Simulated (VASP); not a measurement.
Ag: single point with PBEsol

Ag:

```
CELL_PARAMETERS angstrom
0.00000 1.81690 1.81690
1.81690 0.00000 1.81690
1.81690 1.81690 0.00000
ATOMIC_POSITIONS crystal
Ag 0.00000 0.00000 0.00000
```

This cell differs from its parent crystal: volume scaled by 0.72.

* Program: VASP 6.6.1
* Task: single point
* Functional: PBEsol
* Potentials or basis: VASP PAW PBE potentials, release 64 (Ag)
* Cutoff: 520 eV
* k mesh: 16 × 16 × 16
* Occupations: fermi-dirac, width 0.1 eV
* Spin: no spin polarisation

```yaml
Pressure: 97.2 GPa
```

Levels at points of the mesh, in eV from the Fermi level:
| k point | band 2 | band 3 | band 4 | band 5 | band 6 | band 7 | band 8 | band 9 | band 10 | band 11 |
| --- | --- | --- | --- | --- | --- | --- | --- | --- | --- | --- |
| (0.00, 0.00, 0.00) | -6.69 | -6.69 | -6.69 | -4.76 | -4.76 | 15.96 | 21.69 | 21.69 | 21.69 | 27.67 |
| (0.50, 0.00, 0.00) | -6.76 | -6.76 | -3.30 | -3.30 | -1.74 | 5.87 | 15.28 | 21.15 | 21.15 | 28.41 |
| (0.50, 0.50, 0.00) | -9.40 | -3.34 | -2.91 | -2.91 | 1.01 | 9.84 | 12.19 | 12.19 | 21.96 | 22.21 |

Wall time 14 s on 1 thread of Intel(R) Xeon(R) Platinum 8375C CPU @ 2.90GHz (Ice Lake), on a shared host, peak memory 0.14 GiB.

Caveat: the PAW data sets were made with another functional, which shifts forces and pressure a little.
